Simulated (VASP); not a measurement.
Write the native input for VASP 6.6.1 that does the following.

```
Task                   : single point
Functional             : LDA
Potentials or basis    : VASP PAW LDA potentials, release 64 (Mg)
Cutoff                 : 600 eV
k mesh                 : 16 × 16 × 16
Occupations            : fermi-dirac, width 0.05 eV
Spin                   : no spin polarisation
Dipole correction      : no
Further INCAR settings : ALGO = Normal; EDIFF = 1e-06; NBANDS = 7
```

The structure of Mg lies in POSCAR:

```
Mg
1.0
   -1.7982812169      1.7982812169      1.6723811563
    1.7982812169     -1.7982812169      1.6723811563
    1.7982812169      1.7982812169     -1.6723811563
Mg
1
Direct
    0.0000000000      0.0000000000      0.0000000000
```

These files were run (other wordings do the same):

INCAR

```
PREC = Accurate ; ENCUT = 600
EDIFF = 1E-6 ; ISMEAR = -1
SIGMA = 0.05 ; LREAL = False
LASPH = True ; NELM = 120
ALGO = Normal ; ISIF = 2
LWAVE = False ; LCHARG = False
NBANDS = 7 ; GGA_COMPAT = False
```

KPOINTS

```
Automatic mesh
0
Gamma
  16 16 16
```

Potentials or basis: VASP PAW LDA potentials, release 64 (Mg).

Command:

```sh
$ cat potpaw_LDA.64/Mg/POTCAR > POTCAR
$ mpirun -np 1 vasp_std > vasp.out
```

It gave:

```
Pressure               : -0.3 GPa
Band gap on the k mesh : zero (bands 1 and 2 overlap by 4.71 eV)
```

Run time: 36 s on 1 thread of Intel Xeon 8259CL, with other jobs on the host, peak memory 0.18 GiB.
